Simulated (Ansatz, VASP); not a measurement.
AlN: VASP beside Ansatz

The input POSCAR:

```
AlN
1.0
    0.0000000000      2.1496541320      2.2571368386
    2.1496541320      0.0000000000      2.2571368386
    2.1496541320      2.1496541320      0.0000000000
Al N
1 1
Direct
    0.0000000000      0.0000000000      0.0000000000
    0.7500000000      0.7500000000      0.7500000000
```

Contents of INCAR.step1:

```
  ALGO = Normal
  EDIFF = 1E-4
  ENCUT = 520
  GGA = PE
  ISMEAR = 0
  LASPH = T
  LCHARG = F
  LREAL = F
  LWAVE = T
  NBANDS = 11
  NELM = 100
  PREC = Accurate
  SIGMA = 0.05
```

The input INCAR.step2:

```
  ALGO = Normal
  EDIFF = 1E-6
  ENCUT = 520
  ISIF = 2
  ISMEAR = 0
  ISTART = 1
  LASPH = T
  LCHARG = F
  LMIXTAU = T
  LREAL = F
  LWAVE = F
  METAGGA = R2SCAN
  NBANDS = 11
  NELM = 100
  PREC = Accurate
  SIGMA = 0.05
```

File KPOINTS:

```
k-points
0
Gamma
  10 10 10
```

Input for Ansatz:

```yaml
crystal:
  lattice:
    - [0.0, 2.149654132, 2.2571368386]
    - [2.149654132, 0.0, 2.2571368386]
    - [2.149654132, 2.149654132, 0.0]
  atoms:
    - { symbol: Al, position: [0.0, 0.0, 0.0] }
    - { symbol: "N", position: [0.75, 0.75, 0.75] }
basis:
  ecutwfc: 500
kpoints:
  mp_grid: { grid: [10, 10, 10] }
hamiltonian:
  xc: r2scan
scf:
  occupations: { method: gaussian, width: 0.05 }
output:
  forces: true
  stress: true
  eigenvalues: true
```

Alike in both runs: task single point; functional r2SCAN; k mesh 10 × 10 × 10; occupations gaussian, width 0.05 eV; no spin polarisation.

```csv
,VASP,Ansatz
version,VASP 6.6.1,Ansatz 0.2.0
potentials or method,"VASP PAW PBE potentials, release 64 (Al, N), cutoff 520 eV","scalar-relativistic, plane waves, PAW"
valence electrons in the cell,8,8
```

|  | VASP | Ansatz | Ansatz less VASP |
| --- | --- | --- | --- |
| gap on the k mesh at the Fermi level (eV) | 3.77 | 3.78 | +0.008 |
| least direct gap on the mesh (eV) | 4.79 | 4.75 | -0.039 |
| pressure (GPa) | -0.6 | -0.2 | +0.40 |
| traceless stress, the component that is largest in VASP (GPa) | -5.54 | -5.52 | +0.014 |

VASP's potentials were made for PBE, not for r2SCAN.
